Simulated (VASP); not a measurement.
# PIr (F-43m) in VASP: a series of runs, part 2 of 2

VASP 6.6.1. Earlier steps stand in the parts before.

## Step 4: Single point, PBE (volume scaled by 0.945)

File INCAR:

```
SYSTEM = PIr
PREC = Accurate ; ENCUT = 520
EDIFF = 1E-7 ; ISMEAR = 0
SIGMA = 0.05 ; LREAL = .False.
LASPH = .True. ; NELM = 100
ALGO = Normal ; ISIF = 2
LWAVE = .False. ; LCHARG = .True.
GGA = PE ; LELF = .True.
LVHAR = .True. ; NBANDS = 14
```

File KPOINTS:

```
Automatic mesh
0
Gamma
  12 12 12
  0 0 0
```

File POSCAR:

```
PIr
1.0
    0.0000000000      2.5767910230      2.5767910230
    2.5767910230      0.0000000000      2.5767910230
    2.5767910230      2.5767910230      0.0000000000
Ir P
1 1
Direct
    0.0000000000      0.0000000000      0.0000000000
    0.2500000000      0.2500000000      0.2500000000
```

Potentials or basis: VASP PAW PBE potentials, release 64 (Ir, P).

Started as:

```bash
$ cat potpaw_PBE.64/Ir/POTCAR potpaw_PBE.64/P/POTCAR > POTCAR
$ mpirun -np 1 vasp_std > vasp.out
```

OUTCAR:

```text
SYSTEM = PIr
   PREC = Accurate
   ENCUT = 520
   EDIFF = 1E-7
   ISMEAR = 0
   LREAL = .False.
   LASPH = .True.
   NELM = 100
   ISIF = 2
   GGA = PE

 ion  position               nearest neighbor table
   1  0.000  0.000  0.000-   2 2.23   2 2.23   2 2.23   2 2.23
   2  0.250  0.250  0.250-   1 2.23   1 2.23   1 2.23   1 2.23

  LATTYP: Found a face centered cubic cell.
 ALAT       =     5.1535820460

  Lattice vectors:

 A1 = (   0.0000000000,   2.5767910230,   2.5767910230)
 A2 = (   2.5767910230,   0.0000000000,   2.5767910230)
 A3 = (   2.5767910230,   2.5767910230,   0.0000000000)

Analysis of symmetry for initial positions (statically):
=====================================================================
 Subroutine PRICEL returns:
 Original cell was already a primitive cell.

 Routine SETGRP: Setting up the symmetry group for a
 face centered cubic supercell.

 Subroutine GETGRP returns: Found 24 space group operations
 (whereof 24 operations were pure point group operations)
 out of a pool of 48 trial point group operations.

The static configuration has the point symmetry T_d .

Analysis of symmetry for dynamics (positions and initial velocities):
=====================================================================
 Subroutine PRICEL returns:
 Original cell was already a primitive cell.

 Routine SETGRP: Setting up the symmetry group for a
 face centered cubic supercell.

 Subroutine GETGRP returns: Found 24 space group operations
 (whereof 24 operations were pure point group operations)
 out of a pool of 48 trial point group operations.

The dynamic configuration has the point symmetry T_d .

 Subroutine INISYM returns: Found 24 space group operations
 (whereof 24 operations are pure point group operations),
 and found     1 'primitive' translations

----------------------------------------------------------------------------------------

                                     Primitive cell

  volume of cell :      34.2190

  direct lattice vectors                    reciprocal lattice vectors
     0.000000000  2.576791023  2.576791023    -0.194039794  0.194039794  0.194039794
     2.576791023  0.000000000  2.576791023     0.194039794 -0.194039794  0.194039794
     2.576791023  2.576791023  0.000000000     0.194039794  0.194039794 -0.194039794

  length of vectors
     3.644132812  3.644132812  3.644132812     0.336086782  0.336086782  0.336086782

  position of ions in fractional coordinates (direct lattice)
     0.000000000  0.000000000  0.000000000
     0.250000000  0.250000000  0.250000000

  ion indices of the primitive-cell ions
   primitive index   ion index
                 1           1
                 2           2

----------------------------------------------------------------------------------------

 KPOINTS: Automatic mesh

Automatic generation of k-mesh.
 Grid dimensions read from file:
 generate k-points for:   12   12   12

 Generating k-lattice:

  Cartesian coordinates                     Fractional coordinates (reciprocal lattice)
    -0.016169983  0.016169983  0.016169983     0.083333333  0.000000000  0.000000000
     0.016169983 -0.016169983  0.016169983     0.000000000  0.083333333  0.000000000
     0.016169983  0.016169983 -0.016169983     0.000000000  0.000000000  0.083333333

  Length of vectors
     0.028007232  0.028007232  0.028007232

  Shift w.r.t. Gamma in fractional coordinates (k-lattice)
     0.000000000  0.000000000  0.000000000

 Subroutine IBZKPT returns following result:
 ===========================================

 Found     72 irreducible k-points:

 Following reciprocal coordinates:
            Coordinates               Weight
  0.000000  0.000000  0.000000      1.000000
  0.083333  0.000000  0.000000      8.000000
  0.166667  0.000000  0.000000      8.000000
  0.250000  0.000000  0.000000      8.000000
  0.333333  0.000000  0.000000      8.000000
  0.416667  0.000000  0.000000      8.000000
[... 16 lines left out ...]
  0.500000  0.166667  0.000000     24.000000
 -0.416667  0.166667  0.000000     24.000000
 [... further k-points ...]
   k-points           NKPTS =     72   k-points in BZ     NKDIM =     72   number of bands    NBANDS=     14
   number of dos      NEDOS =    301   number of ions     NIONS =      2
   total plane-waves  NPLWV =  21952
   dimension x,y,z NGX =    28 NGY =   28 NGZ =   28
   dimension x,y,z NGXF=    56 NGYF=   56 NGZF=   56
   ions per type =               1   1
   NGX,Y,Z   is equivalent  to a cutoff of  12.77, 12.77, 12.77 a.u.
   NGXF,Y,Z  is equivalent  to a cutoff of  25.55, 25.55, 25.55 a.u.
 SYSTEM =  PIr
   PREC   = accura    normal or accurate (medium, high low for compatibility)
   ISTART =      0    job   : 0-new  1-cont  2-samecut
   ICHARG =      2    charge: 1-file 2-atom 10-const
   ISPIN  =      1    spin polarized calculation?
   LNONCOLLINEAR =      F non collinear calculations
   LSORBIT =      F    spin-orbit coupling
   LASPH  =      T    aspherical Exc in radial PAW
   ENCUT  =  520.0 eV  38.22 Ry    6.18 a.u.   6.78  6.78  6.78*2*pi/ulx,y,z
   NELM   =    100;   NELMIN=  2; NELMDL= -5     # of ELM steps
   EDIFF  = 0.1E-06   stopping-criterion for ELM
   LREAL  =      F    real-space projection
   EDIFFG = 0.1E-05   stopping-criterion for IOM
   NSW    =      0    number of steps for IOM
   IBRION =     -1    ionic relax: 0-MD 1-quasi-New 2-CG
   NFREE  =      0    steps in history (QN), initial steepest desc. (CG)
   ISIF   =      2    stress and relaxation
   ISYM   =      2    0-nonsym 1-usesym 2-fastsym
   POTIM  = 0.5000    time-step for ionic-motion
   TEBEG  =    0.0;   TEEND  =   0.0 temperature during run
   PSTRESS=    0.0 pullay stress
   NELECT =      14.0000    total number of electrons
   NUPDOWN=      -1.0000    fix difference up-down
   EMIN   =  10.00;   EMAX   =-10.00  energy-range for DOS
   EFERMI =   0.00;   METHOD = LEGACY
   ISMEAR =     0;   SIGMA  =   0.05  broadening in eV -4-tet -1-fermi 0-gaus
   EFERMI_NEDOS =   21; number of points for ismear=-14 and -15
   IALGO  =     38    algorithm
   IMIX   =      4    mixing-type and parameters
     AMIX     =   0.40;   BMIX     =  1.00
     AMIX_MAG =   1.60;   BMIX_MAG =  1.00
  volume/ion in A,a.u.               =      17.11       115.46
  Fermi-wavevector in a.u.,A,eV,Ry     =   1.215332  2.296645 20.096243  1.477032
  Thomas-Fermi vector in A             =   2.350723
   LORBIT       =      0    0 simple, 1 ext, 2 COOP (PROOUT), +10 PAW based schemes
   GGA     = PE    functional components
   LHFCALC =     F    Hartree Fock is set to
   AEXX    =    0.0000 exact exchange contribution
   IVDW    =     0    specifies the selected vdW correction
   LEPSILON=     F    determine dielectric tensor
   LRPA    =     F    only Hartree local field effects (RPA)
 non-spin polarized calculation
 Gauss-broadening in eV      SIGMA  =   0.05
  energy-cutoff  :      520.00
  volume of cell :       34.22
 maximum number of plane-waves:       941
   NGX = 13   NGY = 13   NGZ = 13

 number of electron      14.0000000 magnetization

 Free energy of the ion-electron system (eV)
  ---------------------------------------------------
  ext. energy  EPLUGINS =         0.00000000
  ---------------------------------------------------
  free energy    TOTEN  =       -14.95289787 eV

  energy without entropy =      -14.95145271  energy(sigma->0) =      -14.95217529

 E-fermi :   7.5459     XC(G=0): -11.3644

 val. band max:        7.5343096149   @ k =  -0.2500   0.3333   0.0833
 cond. band min:       7.5622529126   @ k =  -0.3333   0.3333   0.0833
 fundamental gap:      0.0279432977
 Fermi energy:         7.5458598304

 k-point     1 :       0.0000    0.0000    0.0000
  band No.  band energies     occupation
      1      -6.1244      2.00000
      2       1.4335      2.00000
      3       1.4335      2.00000
      4       1.4335      2.00000
      5       4.4817      2.00000
      6       4.4817      2.00000
      7      11.3504      0.00000
      8      12.8791      0.00000
      9      12.8791      0.00000
     10      12.8791      0.00000
     11      15.2703      0.00000
     12      15.2703      0.00000
     13      15.2703      0.00000
     14      21.0105      0.00000
[... 375 lines left out ...]
 k-point    24 :      -0.4167    0.1667    0.0000
  band No.  band energies     occupation
      1      -4.2960      2.00000
      2       1.3087      2.00000
      3       1.7800      2.00000
      4       2.1918      2.00000
      5       4.5250      2.00000
      6       4.7023      2.00000
      7       5.6963      2.00000
      8       8.9160      0.00000
      9       9.8411      0.00000
     10      13.4062      0.00000
     11      16.1293      0.00000
     12      17.0634      0.00000
     13      19.1521      0.00000
     14      20.5610      0.00000

 [... further k-points ...]
[... 5 lines left out ...]
  --------------------------------------------------------------------------------------
  -------------------------------------------------------------------------------------
  Total        2.4517644      2.4517644      2.4517644     -0.0000000     -0.0000000      0.0000000
  in kB      114.7946688    114.7946688    114.7946688     -0.0000000     -0.0000000      0.0000000
  external PRESSURE =     114.7946688 kB  Pullay stress =       0.0000000 kB

 VOLUME and BASIS-vectors are now :
 -----------------------------------------------------------------------------
  energy-cutoff  :      520.00
  volume of cell :       34.22
      direct lattice vectors                 reciprocal lattice vectors
     0.000000000  2.576791023  2.576791023    -0.194039794  0.194039794  0.194039794
     2.576791023  0.000000000  2.576791023     0.194039794 -0.194039794  0.194039794
     2.576791023  2.576791023  0.000000000     0.194039794  0.194039794 -0.194039794

 POSITION                                       TOTAL-FORCE (eV/Angst)
 -----------------------------------------------------------------------------------
      0.00000      0.00000      0.00000         0.000000     -0.000000     -0.000000
      1.28840      1.28840      1.28840        -0.000000      0.000000      0.000000
 -----------------------------------------------------------------------------------
    total drift:                               -0.000000     -0.000000     -0.000000

  FREE ENERGIE OF THE ION-ELECTRON SYSTEM (eV)
  ---------------------------------------------------
  free  energy   TOTEN  =       -14.9528978683 eV

  energy  without entropy=      -14.9514527099  energy(sigma->0) =      -14.95217529
```

OSZICAR:

```text
N       E                     dE             d eps       ncg     rms          rms(c)
DAV:   1     0.825203410742E+02    0.82520E+02   -0.62376E+03  2032   0.907E+02
DAV:   2    -0.117544624901E+02   -0.94275E+02   -0.82298E+02  2106   0.221E+02
DAV:   3    -0.156006553270E+02   -0.38462E+01   -0.38055E+01  2628   0.489E+01
DAV:   4    -0.156559319121E+02   -0.55277E-01   -0.55254E-01  2364   0.623E+00
DAV:   5    -0.156572103911E+02   -0.12785E-02   -0.12784E-02  2812   0.942E-01    0.175E+01
DAV:   6    -0.150398931158E+02    0.61732E+00   -0.27063E+00  2748   0.179E+01    0.545E+00
DAV:   7    -0.149771710358E+02    0.62722E-01   -0.26203E-01  2536   0.574E+00    0.419E+00
DAV:   8    -0.149527916860E+02    0.24379E-01   -0.22166E-02  2730   0.130E+00    0.249E-01
DAV:   9    -0.149528517371E+02   -0.60051E-04   -0.15415E-03  2808   0.327E-01    0.137E-01
DAV:  10    -0.149529029913E+02   -0.51254E-04   -0.14786E-04  2586   0.800E-02    0.295E-02
DAV:  11    -0.149528970473E+02    0.59440E-05   -0.27072E-05  2876   0.614E-02    0.157E-02
DAV:  12    -0.149528976836E+02   -0.63629E-06   -0.49359E-06  2532   0.166E-02    0.930E-03
DAV:  13    -0.149528978960E+02   -0.21246E-06   -0.11538E-07  2284   0.300E-03    0.190E-03
DAV:  14    -0.149528978683E+02    0.27690E-07   -0.41996E-08  2004   0.156E-03
   1 F= -.14952898E+02 E0= -.14952175E+02  d E =-.144516E-02
```

Wall time 16 s (1 thread of Intel Xeon 6975P-C (Granite Rapids), shared host); peak memory 0.18 GiB.

Results:

```
Free energy            : -14.9529 eV
Pressure               : 11.5 GPa
Band gap on the k mesh : zero (band 7 reaches 11.49 eV, above the bottom of band 8 at 7.00 eV)
```

Levels at points of the mesh, in eV from the Fermi level:
```tsv
k point	band 5	band 6	band 7	band 8	band 9	band 10
(0.00, 0.00, 0.00)	-3.06	-3.06	3.80	5.33	5.33	5.33
(0.50, 0.00, 0.00)	-2.64	-2.64	-2.22	2.44	2.44	4.89
(0.50, 0.50, 0.00)	-3.40	-2.12	-2.11	-0.51	-0.51	7.14
```

Caveat: spin-orbit coupling is left out, which moves the levels of the heavy elements.

## Step 5: The runs side by side

```csv
cell,gap on the mesh (eV),pressure (GPa)
"a = 3.386 Å, angles 60.0°, 2 atoms",none,91.2
"a = 3.516 Å, angles 60.0°, 2 atoms",none,41.9
"a = 3.644 Å, angles 60.0°, 2 atoms",none,11.5
```

Alike in all rows: task single point; level PBE; potentials or basis VASP PAW PBE potentials, release 64 (Ir, P); no spin polarisation; k mesh 12 × 12 × 12; cutoff (eV) 520; smearing gaussian 0.05 eV.

Caveats: spin-orbit coupling is left out, which moves the levels of the heavy elements.

Total energies depend on the potentials used, so only differences within one code and one set of settings carry meaning.
